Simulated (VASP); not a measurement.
Runs of VASP 6.6.1 on LiH. The structure is that of space group Fm-3m (No. 225), or close to it. The cells are those of the table. 

```csv
task,cell,cutoff (eV),gap on the mesh (eV),pressure (GPa)
relaxation of cell and atoms,"relaxed to 10 GPa from a = 2.815 Å, angles 60.0°, 2 atoms",600,2.52,10.0
single point,"a = 2.768 Å, angles 60.0°, 2 atoms",520,2.68,-
relaxation of cell and atoms,"relaxed to 4 GPa from a = 2.815 Å, angles 60.0°, 2 atoms",600,2.64,4.0
single point,"a = 2.579 Å, angles 60.0°, 2 atoms",520,2.43,-
single point,"a = 2.790 Å, angles 60.0°, 2 atoms",520,2.70,-
relaxation of cell and atoms,"relaxed to 2 GPa from a = 2.815 Å, angles 60.0°, 2 atoms",600,2.68,2.0
single point,"a = 2.679 Å, angles 60.0°, 2 atoms",520,2.58,-
relaxation of cell and atoms,"relaxed to 1 GPa from a = 2.815 Å, angles 60.0°, 2 atoms",600,2.70,1.0
single point,"a = 2.637 Å, angles 60.0°, 2 atoms",520,2.52,-
relaxation of cell and atoms,"relaxed to 7 GPa from a = 2.815 Å, angles 60.0°, 2 atoms",600,(a),7.0
single point,"a = 2.729 Å, angles 60.0°, 2 atoms",520,2.64,-
relaxation of cell and atoms,"relaxed to 15 GPa from a = 2.815 Å, angles 60.0°, 2 atoms",600,2.43,15.0
```

Alike in all rows: level PBEsol; potentials or basis VASP PAW PBE potentials, release 64 (Li_sv, H); no spin polarisation; k mesh 10 × 10 × 10; smearing gaussian 0.01 eV.

Question: Estimate the missing entries.

Answer: (a) 2.57.

Caveats: the cutoff is under 1.25 times the usual one of these potentials, so pressure, stress and relaxed cells hold a basis-set (Pulay) error; the PAW data sets were made with another functional, which shifts forces and pressure a little; the cell is relaxed towards a set pressure, so the enthalpy falls and the energy may rise (some runs).

A k mesh can miss the band edges.
